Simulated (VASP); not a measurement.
A run of VASP 6.6.1 is set up as follows.

File INCAR:

```
SYSTEM = Al3InAs4
PREC = Accurate
ENCUT = 600
EDIFF = 1E-6
ISMEAR = 0
SIGMA = 0.02
LREAL = .FALSE.
LASPH = .TRUE.
NELM = 80
ALGO = Normal
ISIF = 3
LWAVE = .FALSE.
LCHARG = .FALSE.
GGA = PE
IBRION = 2
NSW = 100
EDIFFG = -0.01
```

File KPOINTS:

```
Automatic mesh
0
G
  6 6 6
  0 0 0
```

The input POSCAR:

```
Al3InAs4
1.0
    5.8254683798      0.0000000000      0.0000000000
    0.0000000000      5.8254683798      0.0000000000
    0.0000000000      0.0000000000      5.8254683798
Al In As
3 1 4
Direct
    0.5000000000      0.0000000000      0.0000000000
    0.0000000000      0.0000000000      0.5000000000
    0.0000000000      0.5000000000      0.0000000000
    0.5000000000      0.5000000000      0.5000000000
    0.7611344499      0.2388655501      0.7611344499
    0.7611344499      0.7611344499      0.2388655501
    0.2388655501      0.2388655501      0.2388655501
    0.2388655501      0.7611344499      0.7611344499
```

Potentials or basis: VASP PAW PBE potentials, release 64 (Al, In_d, As).

The run is started by

```bash
$ cat potpaw_PBE.64/Al/POTCAR potpaw_PBE.64/In_d/POTCAR potpaw_PBE.64/As/POTCAR > POTCAR
$ mpirun -np 1 vasp_std > vasp.out
```

(1) Predict the relaxed cell.

(2) Predict the space group after relaxing (to 0.05 Å).

(3) Estimate the band gap on the k mesh.

(4) Predict the relaxed volume.

Results:

(1) a = 5.840 Å, b = 5.840 Å, c = 5.840 Å, α = 90.00°, β = 90.00°, γ = 90.00°.

(2) P-43m (No. 215).

(3) 1.15 eV, direct.

(4) 24.90 Å³/atom.

Caveat: spin-orbit coupling is left out, which moves the levels of the heavy elements.
